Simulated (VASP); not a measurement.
# Mg (P6_3/mmc) in VASP: a series of runs

The runs below take Mg through single point, with r2SCAN.

Program: VASP 6.6.1. These are calculated values, not measurements. Logs are shortened: lines on timing, memory, paths and dates and some standing lists are left out, and cuts for length are marked.

## Step 1: The cell of the first run

Symmetry: P6_3/mmc, No. 194, hexagonal system. The conventional cell has a = 3.358 Å, b = 3.358 Å, c = 4.810 Å, α = 90.00°, β = 90.00°, γ = 120.00°. Mg (site symmetry -6m2) has 12 Mg at 3.09 to 3.36 Å within 4.1 Å.

## Step 2: Single point, r2SCAN

Input file POSCAR:

```
Mg
1.0
    3.3582702323      0.0000000000      0.0000000000
   -1.6791351161      2.9083473339      0.0000000000
    0.0000000000      0.0000000000      4.8100873033
Mg
2
Direct
    0.3333333333      0.6666666667      0.2500000000
    0.6666666667      0.3333333333      0.7500000000
```

Input file INCAR.step1:

```
PREC     = Accurate       # precision mode
ENCUT    = 520            # plane-wave cutoff, eV
ISMEAR   = 0              # smearing method
SIGMA    = 0.1            # smearing width, eV
LREAL    = F              # projectors in reciprocal space
LASPH    = T              # aspherical terms in the spheres
NELM     = 60             # most SCF steps
NBANDS   = 9              # bands
GGA      = PE             # functional
ALGO     = Normal         # electronic algorithm
EDIFF    = 1E-4           # SCF threshold, eV
LWAVE    = T              # write WAVECAR
LCHARG   = F              # write CHGCAR
```

Input file INCAR.step2:

```
PREC     = Accurate       # precision mode
ENCUT    = 520            # plane-wave cutoff, eV
EDIFF    = 1E-7           # SCF threshold, eV
ISMEAR   = 0              # smearing method
SIGMA    = 0.1            # smearing width, eV
LREAL    = F              # projectors in reciprocal space
LASPH    = T              # aspherical terms in the spheres
NELM     = 60             # most SCF steps
ALGO     = Normal         # electronic algorithm
ISIF     = 2              # what is computed and relaxed
LWAVE    = F              # write WAVECAR
LCHARG   = T              # write CHGCAR
METAGGA  = R2SCAN         # meta-GGA
LMIXTAU  = T            
LELF     = T              # ELF
LVHAR    = T            
NBANDS   = 9              # bands
ISTART   = 1
```

Input file KPOINTS:

```
Automatic mesh
0
Gamma
  12 12 7
```

Potentials or basis: VASP PAW PBE potentials, release 64 (Mg).

On the command line:

```
> cat potpaw_PBE.64/Mg/POTCAR > POTCAR
> cp INCAR.step1 INCAR
> mpirun -np 1 vasp_std > vasp.out
> cp INCAR.step2 INCAR
> mpirun -np 1 vasp_std > vasp.out
```

OUTCAR:

```text
PREC = Accurate
   ENCUT = 520
   EDIFF = 1E-7
   ISMEAR = 0
   LREAL = F
   LASPH = T
   NELM = 60
   ISIF = 2
   METAGGA = R2SCAN
   ISTART = 1

 ion  position               nearest neighbor table
   1  0.333  0.667  0.250-   2 3.09   2 3.09   2 3.09   2 3.09   2 3.09   2 3.09
   2  0.667  0.333  0.750-   1 3.09   1 3.09   1 3.09   1 3.09   1 3.09   1 3.09

  LATTYP: Found a hexagonal cell.
 ALAT       =     3.3582702323
 C/A-ratio  =     1.4323109728

  Lattice vectors:

 A1 = (   3.3582702323,   0.0000000000,   0.0000000000)
 A2 = (  -1.6791351161,   2.9083473339,   0.0000000000)
 A3 = (   0.0000000000,   0.0000000000,   4.8100873033)

Analysis of symmetry for initial positions (statically):
=====================================================================
 Subroutine PRICEL returns:
 Original cell was already a primitive cell.

 Routine SETGRP: Setting up the symmetry group for a
 hexagonal supercell.

 Subroutine GETGRP returns: Found 24 space group operations
 (whereof 12 operations were pure point group operations)
 out of a pool of 24 trial point group operations.

The static configuration has the point symmetry D_3d.
 The point group associated with its full space group is D_6h.

Analysis of symmetry for dynamics (positions and initial velocities):
=====================================================================
 Subroutine PRICEL returns:
 Original cell was already a primitive cell.

 Routine SETGRP: Setting up the symmetry group for a
 hexagonal supercell.

 Subroutine GETGRP returns: Found 24 space group operations
 (whereof 12 operations were pure point group operations)
 out of a pool of 24 trial point group operations.

The dynamic configuration has the point symmetry D_3d.
 The point group associated with its full space group is D_6h.

 Subroutine INISYM returns: Found 24 space group operations
 (whereof 12 operations are pure point group operations),
 and found     1 'primitive' translations

----------------------------------------------------------------------------------------

                                     Primitive cell

  volume of cell :      46.9802

  direct lattice vectors                    reciprocal lattice vectors
     3.358270232  0.000000000  0.000000000     0.297772344  0.171918943  0.000000000
    -1.679135116  2.908347334  0.000000000     0.000000000  0.343837886  0.000000000
     0.000000000  0.000000000  4.810087303     0.000000000  0.000000000  0.207896435

  length of vectors
     3.358270232  3.358270232  4.810087303     0.343837886  0.343837886  0.207896435

  position of ions in fractional coordinates (direct lattice)
     0.333333333  0.666666667  0.250000000
     0.666666667  0.333333333  0.750000000

  ion indices of the primitive-cell ions
   primitive index   ion index
                 1           1
                 2           2

----------------------------------------------------------------------------------------

 KPOINTS: Automatic mesh

Automatic generation of k-mesh.
 Grid dimensions read from file:
 generate k-points for:   12   12    7

 Generating k-lattice:

  Cartesian coordinates                     Fractional coordinates (reciprocal lattice)
     0.024814362  0.014326579  0.000000000     0.083333333  0.000000000  0.000000000
     0.000000000  0.028653157  0.000000000     0.000000000  0.083333333  0.000000000
     0.000000000  0.000000000  0.029699491     0.000000000  0.000000000  0.142857143

  Length of vectors
     0.028653157  0.028653157  0.029699491

  Shift w.r.t. Gamma in fractional coordinates (k-lattice)
     0.000000000  0.000000000  0.000000000

 Subroutine IBZKPT returns following result:
 ===========================================

 Found     76 irreducible k-points:

 Following reciprocal coordinates:
            Coordinates               Weight
  0.000000  0.000000  0.000000      1.000000
  0.083333  0.000000  0.000000      6.000000
  0.166667  0.000000  0.000000      6.000000
  0.250000  0.000000  0.000000      6.000000
  0.333333  0.000000  0.000000      6.000000
  0.416667  0.000000  0.000000      6.000000
[... 16 lines left out ...]
  0.250000  0.000000  0.142857     12.000000
  0.333333  0.000000  0.142857     12.000000
 [... further k-points ...]
   k-points           NKPTS =     76   k-points in BZ     NKDIM =     76   number of bands    NBANDS=      9
   number of dos      NEDOS =    301   number of ions     NIONS =      2
   total plane-waves  NPLWV =  28224
   dimension x,y,z NGX =    28 NGY =   28 NGZ =   36
   dimension x,y,z NGXF=    56 NGYF=   56 NGZF=   72
   ions per type =               2
   NGX,Y,Z   is equivalent  to a cutoff of  13.86, 13.86, 12.44 a.u.
   NGXF,Y,Z  is equivalent  to a cutoff of  27.72, 27.72, 24.88 a.u.
 SYSTEM =  unknown system
   PREC   = accura    normal or accurate (medium, high low for compatibility)
   ISTART =      1    job   : 0-new  1-cont  2-samecut
   ICHARG =      0    charge: 1-file 2-atom 10-const
   ISPIN  =      1    spin polarized calculation?
   LNONCOLLINEAR =      F non collinear calculations
   LSORBIT =      F    spin-orbit coupling
   LASPH  =      T    aspherical Exc in radial PAW
   ENCUT  =  520.0 eV  38.22 Ry    6.18 a.u.   6.24  6.24  8.94*2*pi/ulx,y,z
   NELM   =     60;   NELMIN=  2; NELMDL=  0     # of ELM steps
   EDIFF  = 0.1E-06   stopping-criterion for ELM
   LREAL  =      F    real-space projection
   EDIFFG = 0.1E-05   stopping-criterion for IOM
   NSW    =      0    number of steps for IOM
   IBRION =     -1    ionic relax: 0-MD 1-quasi-New 2-CG
   NFREE  =      0    steps in history (QN), initial steepest desc. (CG)
   ISIF   =      2    stress and relaxation
   ISYM   =      2    0-nonsym 1-usesym 2-fastsym
   POTIM  = 0.5000    time-step for ionic-motion
   TEBEG  =    0.0;   TEEND  =   0.0 temperature during run
   PSTRESS=    0.0 pullay stress
   NELECT =       4.0000    total number of electrons
   NUPDOWN=      -1.0000    fix difference up-down
   EMIN   =  10.00;   EMAX   =-10.00  energy-range for DOS
   EFERMI =   0.00;   METHOD = LEGACY
   ISMEAR =     0;   SIGMA  =   0.10  broadening in eV -4-tet -1-fermi 0-gaus
   EFERMI_NEDOS =   21; number of points for ismear=-14 and -15
   IALGO  =     38    algorithm
   IMIX   =      4    mixing-type and parameters
     AMIX     =   0.40;   BMIX     =  1.00
     AMIX_MAG =   1.60;   BMIX_MAG =  1.00
  volume/ion in A,a.u.               =      23.49       158.52
  Fermi-wavevector in a.u.,A,eV,Ry     =   0.720206  1.360991  7.057290  0.518696
  Thomas-Fermi vector in A             =   1.809598
   LORBIT       =      0    0 simple, 1 ext, 2 COOP (PROOUT), +10 PAW based schemes
   METAGGA = R2SCAN    functional components
   LHFCALC =     F    Hartree Fock is set to
   AEXX    =    0.0000 exact exchange contribution
   IVDW    =     0    specifies the selected vdW correction
   LEPSILON=     F    determine dielectric tensor
   LRPA    =     F    only Hartree local field effects (RPA)
 non-spin polarized calculation
 Gauss-broadening in eV      SIGMA  =   0.10
  energy-cutoff  :      520.00
  volume of cell :       46.98
 maximum number of plane-waves:      1296
 NGX is ok and might be reduce to    28
   NGX = 13   NGY = 13   NGZ = 17

 number of electron       4.0000000 magnetization

 Free energy of the ion-electron system (eV)
  ---------------------------------------------------
  ext. energy  EPLUGINS =         0.00000000
  ---------------------------------------------------
  free energy    TOTEN  =        -8.21991229 eV

  energy without entropy =       -8.21709465  energy(sigma->0) =       -8.21850347

 E-fermi :   2.5177     XC(G=0):  -8.9627

 val. band max:        2.4426292117   @ k =   0.2500   0.1667   0.1429
 cond. band min:       2.5536633187   @ k =   0.2500   0.0000   0.0000
 fundamental gap:      0.1110341069
 Fermi energy:         2.5176609524

 k-point     1 :       0.0000    0.0000    0.0000
  band No.  band energies     occupation
      1      -4.7640      2.00000
      2       1.4684      2.00000
      3       2.5631      0.52039
      4      12.5269      0.00000
      5      12.5269      0.00000
      6      12.7398      0.00000
      7      12.7398      0.00000
      8      14.6142      0.00000
      9      15.4127      0.00000

 k-point     2 :       0.0833    0.0000    0.0000
  band No.  band energies     occupation
      1      -4.6320      2.00000
      2       1.5889      2.00000
      3       2.6845      0.01829
      4      10.4379      0.00000
      5      11.3771      0.00000
      6      12.4349      0.00000
      7      14.1116      0.00000
      8      15.8300      0.00000
      9      15.9413      0.00000

 k-point     3 :       0.1667    0.0000    0.0000
  band No.  band energies     occupation
      1      -4.2368      2.00000
      2       1.9505      2.00000
      3       3.0372      0.00000
      4       8.0040      0.00000
      5      10.3561      0.00000
      6      11.3691      0.00000
      7      13.5110      0.00000
      8      15.3190      0.00000
      9      15.7353      0.00000

 k-point     4 :       0.2500    0.0000    0.0000
  band No.  band energies     occupation
      1      -3.5815      2.00000
      2       2.5537      0.61065
      3       3.5366      0.00000
      4       5.8241      0.00000
      5       9.5629      0.00000
      6      10.3343      0.00000
      7      11.2733      0.00000
      8      13.5031      0.00000
      9      14.9068      0.00000
[... 205 lines left out ...]
 k-point    22 :       0.1667    0.0000    0.1429
  band No.  band energies     occupation
      1      -4.0958      2.00000
      2       0.6773      2.00000
      3       4.5344      0.00000
      4       8.1394      0.00000
      5      10.4756      0.00000
      6      11.3301      0.00000
      7      12.8045      0.00000
      8      14.5936      0.00000
      9      15.8263      0.00000

 k-point    23 :       0.2500    0.0000    0.1429
  band No.  band energies     occupation
      1      -3.4415      2.00000
      2       1.2894      2.00000
      3       4.8689      0.00000
      4       6.1118      0.00000
      5       9.6829      0.00000
      6       9.8035      0.00000
      7      11.1944      0.00000
      8      13.8503      0.00000
      9      14.3068      0.00000

 k-point    24 :       0.3333    0.0000    0.1429
  band No.  band energies     occupation
      1      -2.5323      2.00000
      2       2.0938      2.00000
      3       3.5881      0.00000
      4       6.1703      0.00000
      5       7.9891      0.00000
      6       9.1176      0.00000
      7      10.1874      0.00000
      8      12.7160      0.00000
      9      13.2756      0.00000

 [... further k-points ...]

------------------------ aborting loop because EDIFF is reached ----------------------------------------

  FORCE on cell =-STRESS in cart. coord.  units (eV):
  Direction    XX          YY          ZZ          XY          YZ          ZX
  --------------------------------------------------------------------------------------
  -------------------------------------------------------------------------------------
  Total       -0.9560861     -0.9560861      0.8363969     -0.0000000      0.0000000      0.0000000
  in kB      -32.6056395    -32.6056395     28.5238483     -0.0000000      0.0000000      0.0000000
  external PRESSURE =     -12.2291435 kB  Pullay stress =       0.0000000 kB

 VOLUME and BASIS-vectors are now :
 -----------------------------------------------------------------------------
  energy-cutoff  :      520.00
  volume of cell :       46.98
      direct lattice vectors                 reciprocal lattice vectors
     3.358270232  0.000000000  0.000000000     0.297772344  0.171918943  0.000000000
    -1.679135116  2.908347334  0.000000000     0.000000000  0.343837886  0.000000000
     0.000000000  0.000000000  4.810087303     0.000000000  0.000000000  0.207896435

 POSITION                                       TOTAL-FORCE (eV/Angst)
 -----------------------------------------------------------------------------------
     -0.00000      1.93890      1.20252         0.000000     -0.000000      0.000000
      1.67914      0.96945      3.60757        -0.000000      0.000000      0.000000
 -----------------------------------------------------------------------------------
    total drift:                                0.000000     -0.000000      0.000000

  FREE ENERGIE OF THE ION-ELECTRON SYSTEM (eV)
  ---------------------------------------------------
  free  energy   TOTEN  =        -8.2199122898 eV

  energy  without entropy=       -8.2170946531  energy(sigma->0) =       -8.21850347
```

Wall time 4.4 min (1 thread of Intel Xeon 8259CL, shared host); peak memory 0.19 GiB.

What came out:

```yaml
Free_energy: -8.2199 eV
Pressure: -1.2 GPa
Band_gap_on_the_k_mesh: zero (bands 2 and 3 overlap by 2.12 eV)
```

Stress tensor (GPa, compression positive):
```
-3.26  0.00  0.00
 0.00 -3.26  0.00
 0.00  0.00  2.85
```

Levels at points of the mesh, in eV from the Fermi level:
```csv
k point,band 1,band 2,band 3,band 4,band 5
"(0.00, 0.00, 0.00)",-7.28,-1.05,0.05,10.01,10.01
"(0.50, 0.00, 0.00)",-2.63,-2.63,3.10,3.53,4.39
```

Caveat: the PAW data sets were made with another functional, which shifts forces and pressure a little.

## Step 3: Single point, r2SCAN

This run uses another cell than the first one, of 24.46 Å³/atom.

POSCAR: that of step 2 with these lines changed.

```diff
@@ -4,3 +4,3 @@
    -1.6791351161      2.9083473339      0.0000000000
-    0.0000000000      0.0000000000      4.8100873033
+    0.0000000000      0.0000000000      5.0089242087
 Mg
```

INCAR.step1 is that of step 2.

INCAR.step2: that of step 2 with these lines changed.

```diff
@@ -2,3 +2,3 @@
 ENCUT    = 520            # plane-wave cutoff, eV
-EDIFF    = 1E-7           # SCF threshold, eV
+EDIFF    = 1E-6           # SCF threshold, eV
 ISMEAR   = 0              # smearing method
```

KPOINTS is that of step 2.

Potentials or basis: VASP PAW PBE potentials, release 64 (Mg).

On the command line:

```
> cat potpaw_PBE.64/Mg/POTCAR > POTCAR
> cp INCAR.step1 INCAR
> mpirun -np 1 vasp_std > vasp.out
> cp INCAR.step2 INCAR
> mpirun -np 1 vasp_std > vasp.out
```

OUTCAR:

```text
PREC = Accurate
   ENCUT = 520
   EDIFF = 1E-6
   ISMEAR = 0
   LREAL = F
   LASPH = T
   NELM = 60
   ISIF = 2
   METAGGA = R2SCAN
   ISTART = 1

 ion  position               nearest neighbor table
   1  0.333  0.667  0.250-   2 3.17   2 3.17   2 3.17   2 3.17   2 3.17   2 3.17
   2  0.667  0.333  0.750-   1 3.17   1 3.17   1 3.17   1 3.17   1 3.17   1 3.17

  LATTYP: Found a hexagonal cell.
 ALAT       =     3.3582702323
 C/A-ratio  =     1.4915191042

  Lattice vectors:

 A1 = (   3.3582702323,   0.0000000000,   0.0000000000)
 A2 = (  -1.6791351161,   2.9083473339,   0.0000000000)
 A3 = (   0.0000000000,   0.0000000000,   5.0089242087)

Analysis of symmetry for initial positions (statically):
=====================================================================
 Subroutine PRICEL returns:
 Original cell was already a primitive cell.

 Routine SETGRP: Setting up the symmetry group for a
 hexagonal supercell.

 Subroutine GETGRP returns: Found 24 space group operations
 (whereof 12 operations were pure point group operations)
 out of a pool of 24 trial point group operations.
[... 170 lines left out ...]
 fundamental gap:      0.0640037853
 Fermi energy:         2.2983649834

 k-point     1 :       0.0000    0.0000    0.0000
  band No.  band energies     occupation
      1      -4.7899      2.00000
      2       1.0278      2.00000
      3       1.9437      2.00000
      4      12.5634      0.00000
      5      12.5634      0.00000
      6      12.7537      0.00000
      7      12.7538      0.00000
      8      14.4533      0.00000
      9      15.2613      0.00000
[... 265 lines left out ...]
 k-point    24 :       0.3333    0.0000    0.1429
  band No.  band energies     occupation
      1      -2.5661      2.00000
      2       1.7489      2.00000
      3       3.5205      0.00000
      4       5.5224      0.00000
      5       7.6916      0.00000
      6       9.1185      0.00000
      7       9.9671      0.00000
      8      12.0514      0.00000
      9      13.0106      0.00000

 [... further k-points ...]

------------------------ aborting loop because EDIFF is reached ----------------------------------------

  FORCE on cell =-STRESS in cart. coord.  units (eV):
  Direction    XX          YY          ZZ          XY          YZ          ZX
  --------------------------------------------------------------------------------------
  -------------------------------------------------------------------------------------
  Total       -1.2233456     -1.2233456     -0.0925263     -0.0000000      0.0000000      0.0000000
  in kB      -40.0639153    -40.0639153     -3.0301871     -0.0000000      0.0000000      0.0000000
  external PRESSURE =     -27.7193392 kB  Pullay stress =       0.0000000 kB

 VOLUME and BASIS-vectors are now :
 -----------------------------------------------------------------------------
  energy-cutoff  :      520.00
  volume of cell :       48.92
      direct lattice vectors                 reciprocal lattice vectors
     3.358270232  0.000000000  0.000000000     0.297772344  0.171918943  0.000000000
    -1.679135116  2.908347334  0.000000000     0.000000000  0.343837886  0.000000000
     0.000000000  0.000000000  5.008924209     0.000000000  0.000000000  0.199643668

 POSITION                                       TOTAL-FORCE (eV/Angst)
 -----------------------------------------------------------------------------------
     -0.00000      1.93890      1.25223        -0.000000      0.000000      0.000000
      1.67914      0.96945      3.75669         0.000000      0.000000      0.000000
 -----------------------------------------------------------------------------------
    total drift:                               -0.000000      0.000000     -0.000000

  FREE ENERGIE OF THE ION-ELECTRON SYSTEM (eV)
  ---------------------------------------------------
  free  energy   TOTEN  =        -8.2352515446 eV

  energy  without entropy=       -8.2329695085  energy(sigma->0) =       -8.23411053
```

OSZICAR.step1:

```text
N       E                     dE             d eps       ncg     rms          rms(c)
DAV:   1    -0.424678029580E+00   -0.42468E+00   -0.12204E+03  1368   0.306E+02
DAV:   2    -0.294863644210E+01   -0.25240E+01   -0.24104E+01  1762   0.253E+01
DAV:   3    -0.298384886321E+01   -0.35212E-01   -0.35123E-01  1807   0.256E+00
DAV:   4    -0.298395037896E+01   -0.10152E-03   -0.10151E-03  1740   0.138E-01
DAV:   5    -0.298395076869E+01   -0.38973E-06   -0.38960E-06  1788   0.815E-03    0.976E-01
DAV:   6    -0.297855983541E+01    0.53909E-02   -0.76772E-04  1613   0.213E-01    0.627E-01
DAV:   7    -0.297120296142E+01    0.73569E-02   -0.30594E-03  1438   0.375E-01    0.361E-02
DAV:   8    -0.297121895294E+01   -0.15992E-04   -0.19862E-05  1183   0.269E-02
   1 F= -.29712190E+01 E0= -.29693363E+01  d E =-.376522E-02
```

It took 4.6 min on 1 thread of Intel Xeon 8259CL, shared host; peak memory 0.19 GiB.

Results:

```
Free energy            : -8.2353 eV
Pressure               : -2.8 GPa
Band gap on the k mesh : zero (bands 2 and 3 overlap by 1.98 eV)
```

Caveat: the PAW data sets were made with another functional, which shifts forces and pressure a little.
